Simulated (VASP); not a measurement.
# Mg6F (Pm-3m) in VASP: notebook

The runs below take Mg6F through single point, with PBE.

Everything below comes from runs of VASP 6.6.1. Logs are shortened: lines on timing, memory, paths and dates and some standing lists are left out, and cuts for length are marked.

### Step 1. The cell of the first run

Symmetry: Pm-3m, No. 221, cubic system. The conventional cell has a = 7.405 Å, b = 7.405 Å, c = 7.405 Å, α = 90.00°, β = 90.00°, γ = 90.00°. Mg (site symmetry 4mm) has 5 Mg at 2.94 to 3.16 Å within 3.9 Å.

### Step 2. Single point, PBE

Input file INCAR:

```
  ALGO = Normal
  EDIFF = 1E-6
  ENCUT = 520
  GGA = PE
  ISIF = 2
  ISMEAR = 0
  LASPH = True
  LCHARG = False
  LREAL = False
  LWAVE = False
  NBANDS = 18
  NELM = 80
  PREC = Accurate
  SIGMA = 0.1
```

Input file KPOINTS:

```
k-points
0
Gamma
  4 4 4
```

Input file POSCAR:

```
Mg6F
1.0
    7.4048052007      0.0000000000      0.0000000000
    0.0000000000      7.4048052007      0.0000000000
    0.0000000000      0.0000000000      7.4048052007
Mg F
6 1
Direct
    0.5000000000      0.5000000000      0.1982904155
    0.5000000000      0.5000000000      0.8017095845
    0.1982904155      0.5000000000      0.5000000000
    0.8017095845      0.5000000000      0.5000000000
    0.5000000000      0.1982904155      0.5000000000
    0.5000000000      0.8017095845      0.5000000000
    0.0000000000      0.0000000000      0.0000000000
```

Potentials or basis: VASP PAW PBE potentials, release 64 (Mg, F).

Started as:

```console
$ cat potpaw_PBE.64/Mg/POTCAR potpaw_PBE.64/F/POTCAR > POTCAR
$ mpirun -np 1 vasp_std > vasp.out
```

OUTCAR:

```text
EDIFF = 1E-6
   ENCUT = 520
   GGA = PE
   ISIF = 2
   ISMEAR = 0
   LASPH = True
   LREAL = False
   NELM = 80
   PREC = Accurate

 ion  position               nearest neighbor table
   1  0.500  0.500  0.198-   2 2.94   3 3.16   4 3.16   5 3.16   6 3.16
   2  0.500  0.500  0.802-   1 2.94   3 3.16   4 3.16   5 3.16   6 3.16
   3  0.198  0.500  0.500-   4 2.94   2 3.16   1 3.16   5 3.16   6 3.16
   4  0.802  0.500  0.500-   3 2.94   2 3.16   1 3.16   5 3.16   6 3.16
   5  0.500  0.198  0.500-   6 2.94   2 3.16   3 3.16   4 3.16   1 3.16
   6  0.500  0.802  0.500-   5 2.94   2 3.16   3 3.16   4 3.16   1 3.16
   7  0.000  0.000  0.000-

  LATTYP: Found a simple cubic cell.
 ALAT       =     7.4048052007

  Lattice vectors:

 A1 = (   7.4048052007,   0.0000000000,   0.0000000000)
 A2 = (   0.0000000000,   7.4048052007,   0.0000000000)
 A3 = (   0.0000000000,   0.0000000000,   7.4048052007)

Analysis of symmetry for initial positions (statically):
=====================================================================
 Subroutine PRICEL returns:
 Original cell was already a primitive cell.

 Routine SETGRP: Setting up the symmetry group for a
 simple cubic supercell.

 Subroutine GETGRP returns: Found 48 space group operations
 (whereof 48 operations were pure point group operations)
 out of a pool of 48 trial point group operations.

The static configuration has the point symmetry O_h .

Analysis of symmetry for dynamics (positions and initial velocities):
=====================================================================
 Subroutine PRICEL returns:
 Original cell was already a primitive cell.

 Routine SETGRP: Setting up the symmetry group for a
 simple cubic supercell.

 Subroutine GETGRP returns: Found 48 space group operations
 (whereof 48 operations were pure point group operations)
 out of a pool of 48 trial point group operations.

The dynamic configuration has the point symmetry O_h .

 Subroutine INISYM returns: Found 48 space group operations
 (whereof 48 operations are pure point group operations),
 and found     1 'primitive' translations

----------------------------------------------------------------------------------------

                                     Primitive cell

[... 87 lines left out ...]
   EDIFFG = 0.1E-04   stopping-criterion for IOM
   NSW    =      0    number of steps for IOM
   IBRION =     -1    ionic relax: 0-MD 1-quasi-New 2-CG
   NFREE  =      0    steps in history (QN), initial steepest desc. (CG)
   ISIF   =      2    stress and relaxation
   ISYM   =      2    0-nonsym 1-usesym 2-fastsym
   POTIM  = 0.5000    time-step for ionic-motion
   TEBEG  =    0.0;   TEEND  =   0.0 temperature during run
   PSTRESS=    0.0 pullay stress
   NELECT =      19.0000    total number of electrons
   NUPDOWN=      -1.0000    fix difference up-down
   EMIN   =  10.00;   EMAX   =-10.00  energy-range for DOS
   EFERMI =   0.00;   METHOD = LEGACY
   ISMEAR =     0;   SIGMA  =   0.10  broadening in eV -4-tet -1-fermi 0-gaus
   EFERMI_NEDOS =   21; number of points for ismear=-14 and -15
   IALGO  =     38    algorithm
   IMIX   =      4    mixing-type and parameters
     AMIX     =   0.40;   BMIX     =  1.00
     AMIX_MAG =   1.60;   BMIX_MAG =  1.00
  volume/ion in A,a.u.               =      58.00       391.42
  Fermi-wavevector in a.u.,A,eV,Ry     =   0.589946  1.114837  4.735324  0.348036
  Thomas-Fermi vector in A             =   1.637797
   LORBIT       =      0    0 simple, 1 ext, 2 COOP (PROOUT), +10 PAW based schemes
   GGA     = PE    functional components
   LHFCALC =     F    Hartree Fock is set to
   AEXX    =    0.0000 exact exchange contribution
   IVDW    =     0    specifies the selected vdW correction
   LEPSILON=     F    determine dielectric tensor
   LRPA    =     F    only Hartree local field effects (RPA)
 non-spin polarized calculation
 Gauss-broadening in eV      SIGMA  =   0.10
  energy-cutoff  :      520.00
  volume of cell :      406.01
 maximum number of plane-waves:     11056
 NGX is ok and might be reduce to    56
   NGX = 27   NGY = 27   NGZ = 27

 number of electron      18.9999988 magnetization

 Free energy of the ion-electron system (eV)
  ---------------------------------------------------
  ext. energy  EPLUGINS =         0.00000000
  ---------------------------------------------------
  free energy    TOTEN  =        -7.13196545 eV

  energy without entropy =       -7.09622951  energy(sigma->0) =       -7.11409748

 E-fermi :  -1.7752     XC(G=0):  -4.9374

 val. band max:       -1.9117462057   @ k =   0.5000   0.2500   0.2500
 cond. band min:      -1.7718367221   @ k =   0.5000   0.2500   0.0000
 fundamental gap:      0.1399094836
 Fermi energy:        -1.7752337524

 k-point     1 :       0.0000    0.0000    0.0000
  band No.  band energies     occupation
      1     -20.3362      2.00000
      2      -6.6356      2.00000
      3      -3.4057      2.00000
      4      -3.4057      2.00000
      5      -3.4057      2.00000
      6      -3.3487      2.00000
[... 187 lines left out ...]
      5      -4.5417      2.00000
      6      -1.9959      1.99820
[... 10 lines left out ...]
     17       1.0972      0.00000
     18       2.1169      0.00000

------------------------ aborting loop because EDIFF is reached ----------------------------------------

  FORCE on cell =-STRESS in cart. coord.  units (eV):
  Direction    XX          YY          ZZ          XY          YZ          ZX
  --------------------------------------------------------------------------------------
  -------------------------------------------------------------------------------------
  Total       -0.0669814     -0.0669814     -0.0669814     -0.0000000      0.0000000     -0.0000000
  in kB       -0.2643162     -0.2643162     -0.2643162     -0.0000000      0.0000000     -0.0000000
  external PRESSURE =      -0.2643162 kB  Pullay stress =       0.0000000 kB

 VOLUME and BASIS-vectors are now :
 -----------------------------------------------------------------------------
  energy-cutoff  :      520.00
  volume of cell :      406.01
      direct lattice vectors                 reciprocal lattice vectors
     7.404805201  0.000000000  0.000000000     0.135047442  0.000000000  0.000000000
     0.000000000  7.404805201  0.000000000     0.000000000  0.135047442  0.000000000
     0.000000000  0.000000000  7.404805201     0.000000000  0.000000000  0.135047442

 POSITION                                       TOTAL-FORCE (eV/Angst)
 -----------------------------------------------------------------------------------
      3.70240      3.70240      1.46830         0.000000      0.000000     -0.001818
      3.70240      3.70240      5.93650        -0.000000     -0.000000      0.001818
      1.46830      3.70240      3.70240        -0.001818     -0.000000      0.000000
      5.93650      3.70240      3.70240         0.001818      0.000000      0.000000
      3.70240      1.46830      3.70240        -0.000000     -0.001818      0.000000
      3.70240      5.93650      3.70240         0.000000      0.001818      0.000000
      0.00000      0.00000      0.00000         0.000000      0.000000      0.000000
 -----------------------------------------------------------------------------------
    total drift:                               -0.000000     -0.000000     -0.000000

  FREE ENERGIE OF THE ION-ELECTRON SYSTEM (eV)
  ---------------------------------------------------
  free  energy   TOTEN  =        -7.1319654526 eV

  energy  without entropy=       -7.0962295079  energy(sigma->0) =       -7.11409748
```

OSZICAR:

```text
N       E                     dE             d eps       ncg     rms          rms(c)
DAV:   1     0.707401669124E+02    0.70740E+02   -0.45795E+03   360   0.682E+02
DAV:   2     0.287015344197E+01   -0.67870E+02   -0.60728E+02   608   0.101E+02
DAV:   3    -0.111694001551E+02   -0.14040E+02   -0.13925E+02   400   0.473E+01
[... 19 lines left out ...]
DAV:  23    -0.713200833131E+01   -0.31214E-04   -0.10282E-04   368   0.340E-02    0.886E-02
DAV:  24    -0.713195961966E+01    0.48712E-04   -0.28121E-05   368   0.226E-02    0.730E-03
DAV:  25    -0.713196733727E+01   -0.77176E-05   -0.16174E-06   316   0.950E-03    0.197E-02
DAV:  26    -0.713196493560E+01    0.24017E-05   -0.15622E-06   206   0.315E-03    0.986E-04
DAV:  27    -0.713196545263E+01   -0.51703E-06   -0.21068E-07   198   0.310E-03
   1 F= -.71319655E+01 E0= -.71140975E+01  d E =-.357359E-01
```

Wall time 100 s (1 thread of Intel Xeon Platinum 8375C at 2.90GHz (Ice Lake), shared host); peak memory 0.42 GiB.

What came out:

* Free energy: -7.1320 eV
* Pressure: 0.0 GPa

Levels at points of the mesh, in eV from the Fermi level:
| k point | band 6 | band 7 | band 8 | band 9 | band 10 | band 11 | band 12 | band 13 |
| --- | --- | --- | --- | --- | --- | --- | --- | --- |
| (0.00, 0.00, 0.00) | -1.57 | -1.57 | -0.60 | -0.16 | -0.16 | -0.16 | 1.55 | 1.55 |
| (0.50, 0.00, 0.00) | -1.55 | -0.92 | -0.17 | -0.17 | -0.14 | 0.89 | 0.89 | 0.94 |
| (0.50, 0.50, 0.00) | -1.20 | -0.16 | -0.16 | -0.16 | 0.29 | 0.90 | 0.90 | 1.04 |
| (0.50, 0.50, 0.50) | -0.22 | -0.22 | -0.22 | 0.40 | 0.40 | 0.40 | 1.17 | 1.17 |

Caveat: an odd number of electrons without spin polarisation forces a metal; a magnetic or distorted state may lie lower.

### Step 3. Single point, PBE, collinear spin, ferromagnetic start

This run uses another cell than the first one, of 15.81 Å³/atom, 0.273 times its volume.

Input file INCAR:

```
SYSTEM = Mg6F
PREC = Accurate
ENCUT = 520
EDIFF = 1E-6
ISMEAR = 0
SIGMA = 0.1
LREAL = .FALSE.
LASPH = .TRUE.
NELM = 150
ALGO = Normal
ISIF = 2
LWAVE = .FALSE.
LCHARG = .FALSE.
ISPIN = 2
MAGMOM = 0 0 0 0 0 0 1
LORBIT = 11
GGA = PE
NBANDS = 22
```

Input file KPOINTS:

```
regular mesh
0
G
  4 4 4
  0 0 0
```

Input file POSCAR:

```
Mg6F
1.0
    4.8015071000      0.0000000000      0.0000000000
    0.0000000000      4.8015071000      0.0000000000
    0.0000000000      0.0000000000      4.8015071000
Mg F
6 1
Direct
    0.5000000000      0.5000000000      0.2070000000
    0.5000000000      0.5000000000      0.7930000000
    0.2070000000      0.5000000000      0.5000000000
    0.7930000000      0.5000000000      0.5000000000
    0.5000000000      0.2070000000      0.5000000000
    0.5000000000      0.7930000000      0.5000000000
    0.0000000000      0.0000000000      0.0000000000
```

Potentials or basis: VASP PAW PBE potentials, release 64 (Mg, F).

Started as:

```console
$ cat potpaw_PBE.64/Mg/POTCAR potpaw_PBE.64/F/POTCAR > POTCAR
$ mpirun -np 1 vasp_std > vasp.out
```

It took 37 s on 1 thread of Intel Xeon Platinum 8375C at 2.90GHz (Ice Lake), shared host; peak memory 0.24 GiB.

Results (log left out):

| Quantity | Value |
| --- | --- |
| Free energy | 24.6931 eV |
| Pressure | 96.2 GPa |
| Largest force | 12.833 eV/Å |
| Net moment | 0.00 μB per cell |
| Valence electrons inside the program's atomic spheres | Mg 0.87; F 5.97 |

Forces in eV/Å, atoms in the order of the input:
```
Mg    0.000   0.000 -12.833
Mg    0.000   0.000  12.833
Mg  -12.833   0.000   0.000
Mg   12.833   0.000   0.000
Mg    0.000 -12.833   0.000
Mg    0.000  12.833   0.000
F     0.000   0.000   0.000
```

Levels at points of the mesh, in eV from the Fermi level:
Spin up:
```csv
k point,band 7,band 8,band 9,band 10,band 11,band 12,band 13,band 14
"(0.00, 0.00, 0.00)",-1.32,-1.32,-1.32,-1.03,-1.03,2.74,2.74,2.74
"(0.50, 0.00, 0.00)",-1.54,-1.54,-0.96,-0.39,1.00,1.00,1.90,3.17
"(0.50, 0.50, 0.00)",-1.95,-1.66,-1.09,-0.88,0.85,0.85,3.24,3.24
"(0.50, 0.50, 0.50)",-3.17,-3.17,-0.30,-0.30,-0.30,2.72,3.01,4.63
```
Spin down:
```tsv
k point	band 7	band 8	band 9	band 10	band 11	band 12	band 13	band 14
(0.00, 0.00, 0.00)	-1.32	-1.32	-1.32	-1.03	-1.03	2.74	2.74	2.74
(0.50, 0.00, 0.00)	-1.54	-1.54	-0.96	-0.39	1.00	1.00	1.90	3.16
(0.50, 0.50, 0.00)	-1.95	-1.66	-1.09	-0.88	0.85	0.85	3.24	3.24
(0.50, 0.50, 0.50)	-3.17	-3.17	-0.30	-0.30	-0.30	2.72	3.01	4.63
```

Caveat: forces of over 1 eV/Å act on the atoms, so gaps and moduli don't describe the material at rest.
